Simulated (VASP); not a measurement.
# ZrS (Fm-3m) in VASP: further runs, part 2 of 2

VASP 6.6.1.

**4. Relaxation of volume and atoms at fixed shape, r2SCAN**

This run uses another cell than the first one, of 18.09 Å³/atom.

The input, POSCAR:

```
ZrS
1.0
    0.0000000000      2.6250000000      2.6250000000
    2.6250000000      0.0000000000      2.6250000000
    2.6250000000      2.6250000000      0.0000000000
Zr S
1 1
Direct
    0.0000000000      0.0000000000      0.0000000000
    0.5000000000      0.5000000000      0.5000000000
```

The input, INCAR.step1:

```
ALGO = Normal ; EDIFF = 1E-5
EDIFFG = -0.005 ; ENCUT = 550
GGA = PE ; GGA_COMPAT = F
IBRION = 2 ; ISIF = 3
ISMEAR = 0 ; LASPH = T
LCHARG = F ; LREAL = F
LWAVE = T ; NELM = 120
NELMIN = 4 ; NSW = 100
PREC = Accurate ; SIGMA = 0.3
```

The input, INCAR.step2:

```
ALGO = Normal ; EDIFF = 1E-7
EDIFFG = -0.01 ; ENCUT = 550
GGA_COMPAT = F ; IBRION = 2
ISIF = 8 ; ISMEAR = 0
ISTART = 1 ; LASPH = T
LCHARG = F ; LMIXTAU = T
LREAL = F ; LWAVE = F
METAGGA = R2SCAN ; NELM = 120
NELMIN = 4 ; NSW = 80
PREC = Accurate ; SIGMA = 0.3
```

The input, KPOINTS:

```
k-points
0
Gamma
  4 4 4
```

Potentials or basis: VASP PAW PBE potentials, release 64 (Zr_sv, S).

On the command line:

```sh
$ cat potpaw_PBE.64/Zr_sv/POTCAR potpaw_PBE.64/S/POTCAR > POTCAR
$ cp INCAR.step1 INCAR
$ mpirun -np 1 vasp_std > vasp.out
$ cp INCAR.step2 INCAR
$ mpirun -np 1 vasp_std > vasp.out
```

OUTCAR:

```text
EDIFF = 1E-7
   EDIFFG = -0.01
   ENCUT = 550
   IBRION = 2
   ISIF = 8
   ISMEAR = 0
   ISTART = 1
   LASPH = T
   LREAL = F
   METAGGA = R2SCAN
   NELM = 120
   NELMIN = 4
   NSW = 80
   PREC = Accurate

 ion  position               nearest neighbor table
   1  0.000  0.000  0.000-   2 2.62   2 2.62   2 2.62   2 2.62   2 2.62   2 2.62
   2  0.500  0.500  0.500-   1 2.62   1 2.62   1 2.62   1 2.62   1 2.62   1 2.62

  LATTYP: Found a face centered cubic cell.
 ALAT       =     5.2500000000

  Lattice vectors:

 A1 = (   0.0000000000,   2.6250000000,   2.6250000000)
 A2 = (   2.6250000000,   0.0000000000,   2.6250000000)
 A3 = (   2.6250000000,   2.6250000000,   0.0000000000)

Analysis of symmetry for initial positions (statically):
=====================================================================
 Subroutine PRICEL returns:
 Original cell was already a primitive cell.

 Routine SETGRP: Setting up the symmetry group for a
 face centered cubic supercell.

 Subroutine GETGRP returns: Found 48 space group operations
 (whereof 48 operations were pure point group operations)
 out of a pool of 48 trial point group operations.

The static configuration has the point symmetry O_h .

Analysis of symmetry for dynamics (positions and initial velocities):
=====================================================================
 Subroutine PRICEL returns:
 Original cell was already a primitive cell.

 Routine SETGRP: Setting up the symmetry group for a
 face centered cubic supercell.

 Subroutine GETGRP returns: Found 48 space group operations
 (whereof 48 operations were pure point group operations)
 out of a pool of 48 trial point group operations.

The dynamic configuration has the point symmetry O_h .

 Subroutine INISYM returns: Found 48 space group operations
 (whereof 48 operations are pure point group operations),
 and found     1 'primitive' translations

----------------------------------------------------------------------------------------

                                     Primitive cell

  volume of cell :      36.1758

  direct lattice vectors                    reciprocal lattice vectors
     0.000000000  2.625000000  2.625000000    -0.190476190  0.190476190  0.190476190
     2.625000000  0.000000000  2.625000000     0.190476190 -0.190476190  0.190476190
     2.625000000  2.625000000  0.000000000     0.190476190  0.190476190 -0.190476190

  length of vectors
     3.712310601  3.712310601  3.712310601     0.329914440  0.329914440  0.329914440

  position of ions in fractional coordinates (direct lattice)
     0.000000000  0.000000000  0.000000000
     0.500000000  0.500000000  0.500000000

  ion indices of the primitive-cell ions
   primitive index   ion index
                 1           1
                 2           2

----------------------------------------------------------------------------------------

 KPOINTS: k-points

Automatic generation of k-mesh.
 Grid dimensions read from file:
 generate k-points for:    4    4    4

 Generating k-lattice:

  Cartesian coordinates                     Fractional coordinates (reciprocal lattice)
    -0.047619048  0.047619048  0.047619048     0.250000000  0.000000000  0.000000000
     0.047619048 -0.047619048  0.047619048     0.000000000  0.250000000  0.000000000
     0.047619048  0.047619048 -0.047619048     0.000000000  0.000000000  0.250000000

  Length of vectors
     0.082478610  0.082478610  0.082478610

  Shift w.r.t. Gamma in fractional coordinates (k-lattice)
     0.000000000  0.000000000  0.000000000

 Subroutine IBZKPT returns following result:
 ===========================================

 Found      8 irreducible k-points:

 Following reciprocal coordinates:
            Coordinates               Weight
  0.000000  0.000000  0.000000      1.000000
  0.250000  0.000000  0.000000      8.000000
  0.500000  0.000000  0.000000      4.000000
  0.250000  0.250000  0.000000      6.000000
  0.500000  0.250000  0.000000     24.000000
 -0.250000  0.250000  0.000000     12.000000
  0.500000  0.500000  0.000000      3.000000
 -0.250000  0.500000  0.250000      6.000000
   k-points           NKPTS =      8   k-points in BZ     NKDIM =      8   number of bands    NBANDS=     13
   number of dos      NEDOS =    301   number of ions     NIONS =      2
   total plane-waves  NPLWV =  21952
   dimension x,y,z NGX =    28 NGY =   28 NGZ =   28
   dimension x,y,z NGXF=    56 NGYF=   56 NGZF=   56
   ions per type =               1   1
   NGX,Y,Z   is equivalent  to a cutoff of  12.54, 12.54, 12.54 a.u.
   NGXF,Y,Z  is equivalent  to a cutoff of  25.08, 25.08, 25.08 a.u.
 SYSTEM =  unknown system
   PREC   = accura    normal or accurate (medium, high low for compatibility)
   ISTART =      1    job   : 0-new  1-cont  2-samecut
   ICHARG =      0    charge: 1-file 2-atom 10-const
   ISPIN  =      1    spin polarized calculation?
   LNONCOLLINEAR =      F non collinear calculations
   LSORBIT =      F    spin-orbit coupling
   LASPH  =      T    aspherical Exc in radial PAW
   ENCUT  =  550.0 eV  40.42 Ry    6.36 a.u.   7.10  7.10  7.10*2*pi/ulx,y,z
   NELM   =    120;   NELMIN=  4; NELMDL=  0     # of ELM steps
   EDIFF  = 0.1E-06   stopping-criterion for ELM
   LREAL  =      F    real-space projection
   EDIFFG = -.1E-01   stopping-criterion for IOM
   NSW    =     80    number of steps for IOM
   IBRION =      2    ionic relax: 0-MD 1-quasi-New 2-CG
   NFREE  =      1    steps in history (QN), initial steepest desc. (CG)
   ISIF   =      8    stress and relaxation
   ISYM   =      2    0-nonsym 1-usesym 2-fastsym
   POTIM  = 0.5000    time-step for ionic-motion
   TEBEG  =    0.0;   TEEND  =   0.0 temperature during run
   PSTRESS=    0.0 pullay stress
   NELECT =      18.0000    total number of electrons
   NUPDOWN=      -1.0000    fix difference up-down
   EMIN   =  10.00;   EMAX   =-10.00  energy-range for DOS
   EFERMI =   0.00;   METHOD = LEGACY
   ISMEAR =     0;   SIGMA  =   0.30  broadening in eV -4-tet -1-fermi 0-gaus
   EFERMI_NEDOS =   21; number of points for ismear=-14 and -15
   IALGO  =     38    algorithm
   IMIX   =      4    mixing-type and parameters
     AMIX     =   0.40;   BMIX     =  1.00
     AMIX_MAG =   1.60;   BMIX_MAG =  1.00
  volume/ion in A,a.u.               =      18.09       122.06
  Fermi-wavevector in a.u.,A,eV,Ry     =   1.297258  2.451462 22.896950  1.682878
  Thomas-Fermi vector in A             =   2.428662
   LORBIT       =      0    0 simple, 1 ext, 2 COOP (PROOUT), +10 PAW based schemes
   METAGGA = R2SCAN    functional components
   LHFCALC =     F    Hartree Fock is set to
   AEXX    =    0.0000 exact exchange contribution
   IVDW    =     0    specifies the selected vdW correction
   LEPSILON=     F    determine dielectric tensor
   LRPA    =     F    only Hartree local field effects (RPA)
 conjugate gradient relaxation of ions
 non-spin polarized calculation
 Gauss-broadening in eV      SIGMA  =   0.30
  energy-cutoff  :      550.00
  volume of cell :       36.18
 maximum number of plane-waves:      1068
   NGX = 15   NGY = 15   NGZ = 15

--------------------------------------- Ionic step        1  -------------------------------------------

 number of electron      18.0000000 magnetization

 Free energy of the ion-electron system (eV)
  ---------------------------------------------------
  ext. energy  EPLUGINS =         0.00000000
  ---------------------------------------------------
  free energy    TOTEN  =       -33.93679044 eV

  energy without entropy =      -33.85309682  energy(sigma->0) =      -33.89494363

------------------------ aborting loop because EDIFF is reached ----------------------------------------

  FORCE on cell =-STRESS in cart. coord.  units (eV):
  Direction    XX          YY          ZZ          XY          YZ          ZX
  --------------------------------------------------------------------------------------
  -------------------------------------------------------------------------------------
  Total       -0.4696578     -0.4696578     -0.4696578      0.0000000     -0.0000000      0.0000000
  in kB      -20.8005185    -20.8005185    -20.8005185      0.0000000     -0.0000000      0.0000000
  external PRESSURE =     -20.8005185 kB  Pullay stress =       0.0000000 kB
[... 57 lines left out ...]
  energy  without entropy=      -33.8544247799  energy(sigma->0) =      -33.89469197

--------------------------------------- Ionic step        3  -------------------------------------------

 number of electron      17.9999999 magnetization

 Free energy of the ion-electron system (eV)
  ---------------------------------------------------
  ext. energy  EPLUGINS =         0.00000000
  ---------------------------------------------------
  free energy    TOTEN  =       -33.94045206 eV

  energy without entropy =      -33.85815027  energy(sigma->0) =      -33.89930117

 E-fermi :  11.0110     XC(G=0): -12.0500

 val. band max:       11.0009006841   @ k =   0.2500   0.2500   0.0000
 cond. band min:      11.1490085403   @ k =  -0.2500   0.5000   0.2500
 fundamental gap:      0.1481078563
 Fermi energy:        11.0109646380

 k-point     1 :       0.0000    0.0000    0.0000
  band No.  band energies     occupation
      1     -40.6580      2.00000
      2     -17.9449      2.00000
      3     -17.9449      2.00000
      4     -17.9449      2.00000
      5      -5.7704      2.00000
      6       7.1105      2.00000
      7       7.1105      2.00000
      8       7.1105      2.00000
      9       9.6938      2.00000
     10       9.6938      2.00000
     11       9.6938      2.00000
     12      10.4272      1.99408
     13      10.4272      1.99408
[... 139 lines left out ...]
  FREE ENERGIE OF THE ION-ELECTRON SYSTEM (eV)
  ---------------------------------------------------
  free  energy   TOTEN  =       -33.9404520626 eV

  energy  without entropy=      -33.8581502701  energy(sigma->0) =      -33.89930117

 reached required accuracy - stopping structural energy minimisation
```

Run time: 62 s. Hardware: 1 thread of Intel Xeon Platinum 8488C (Sapphire Rapids), shared host; peak memory 0.16 GiB.

Results:

```yaml
Free_energy: -33.9405 eV
Relaxed_volume: 17.81 Å³/atom
Relaxed_cell: a = 3.693 Å, b = 3.693 Å, c = 3.693 Å, α = 60.00°, β = 60.00°, γ = 60.00°
Space_group_after_relaxing_to_0.1_Å: Fm-3m (No. 225)
Energy_gained_by_relaxing: 1.8 meV/atom
Ionic_steps: 3
Pressure_after_relaxing: -0.1 GPa
```

The path:
```csv
step,energy change (eV),largest force (eV/Å),pressure (GPa),volume (Å³)
1,0.0000,0.0000,-2.08,36.18
2,0.0018,0.0000,2.71,34.96
3,-0.0037,0.0000,-0.06,35.62
```

Final structure:
```
Zr S
1.0
     0.00000    2.61154    2.61154
     2.61154    0.00000    2.61154
     2.61154    2.61154    0.00000
Zr S
1 1
Direct
  0.00000 0.00000 0.00000
  0.50000 0.50000 0.50000
```

Caveat: the k points lie up to 0.52 Å⁻¹ apart in the final cell; the highest band is partly filled, so the run has too few bands; the PAW data sets were made with another functional, which shifts forces and pressure a little.
